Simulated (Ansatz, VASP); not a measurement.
# CuI3: VASP beside Ansatz

File INCAR:

```
PREC = Accurate
ENCUT = 520
EDIFF = 1E-7
ISMEAR = 0
SIGMA = 0.05
LREAL = False
LASPH = True
NELM = 150
ALGO = Normal
ISIF = 2
LWAVE = False
LCHARG = False
ISPIN = 2
MAGMOM = 0.05 0 0 0
LORBIT = 11
LMAXMIX = 4
LDAU = True
LDAUTYPE = 2
LDAUL = 2 -1
LDAUU = 2 0
LDAUJ = 0 0
LDAUPRINT = 1
GGA = PE
NBANDS = 28
```

Contents of KPOINTS:

```
Automatic mesh
0
Gamma
  6 6 6
```

POSCAR

```
CuI3
1.0
    5.4650365319      0.0000000000      0.0000000000
    0.0000000000      5.4650365319      0.0000000000
    0.0000000000      0.0000000000      5.4650365319
Cu I
1 3
Direct
    0.0000000000      0.0000000000      0.0000000000
    0.5000000000      0.0000000000      0.0000000000
    0.0000000000      0.0000000000      0.5000000000
    0.0000000000      0.5000000000      0.0000000000
```

Input for Ansatz:

```yaml
crystal:
  lattice:
    - [5.4650365319, 0.0, 0.0]
    - [0.0, 5.4650365319, 0.0]
    - [0.0, 0.0, 5.4650365319]
  atoms:
    - { symbol: Cu, position: [0.0, 0.0, 0.0], spin: 0.05 }
    - { symbol: I, position: [0.5, 0.0, 0.0] }
    - { symbol: I, position: [0.0, 0.0, 0.5] }
    - { symbol: I, position: [0.0, 0.5, 0.0] }
basis:
  ecutwfc: 420
  ecutrho_ratio: 4
kpoints:
  mp_grid: { grid: [6, 6, 6] }
hamiltonian:
  xc: pbe
  hubbard: { sites: [{ species: Cu, l: d, u_eff: 2.0 }] }
scf:
  occupations: { method: gaussian, width: 0.05 }
  lower_state_search: "off"
output:
  forces: true
  stress: true
  eigenvalues: true
  populations: true
  hubbard: { sites: [{ species: Cu, l: d }] }
  dos: { projected: true, de: 0.02 }
magnetization:
  spin_polarized: true
checkpoint:
  read: start.run
  write: ck
  compress: false
  write_wavefunctions: false
  write_every: 100000
```

Alike in both runs: task single point; functional PBE; k mesh 6 × 6 × 6; occupations gaussian, width 0.05 eV; collinear spin; Hubbard terms Cu d U = 2.0 eV.

```csv
,VASP,Ansatz
version,VASP 6.6.1,Ansatz 0.2.0
potentials or method,"VASP PAW PBE potentials, release 64 (Cu, I), cutoff 520 eV","scalar-relativistic, plane waves, PAW"
valence electrons in the cell,32,70
```

|  | VASP | Ansatz | Ansatz less VASP |
| --- | --- | --- | --- |
| pressure (GPa) | -0.2 | -0.1 | +0.07 |
| net moment per atom (μB) | 0.00 | 0.00 | 0.000 |

The programs project onto different local orbitals, so the same U acts differently, and such runs can settle in different states. VASP's potentials hold 32 valence electrons a cell and Ansatz's 70, so a difference there can come from the potentials and not from the codes. Ansatz's warnings: filled band counts differ across k points, seeded moment not kept.

Spin-orbit coupling is off throughout.
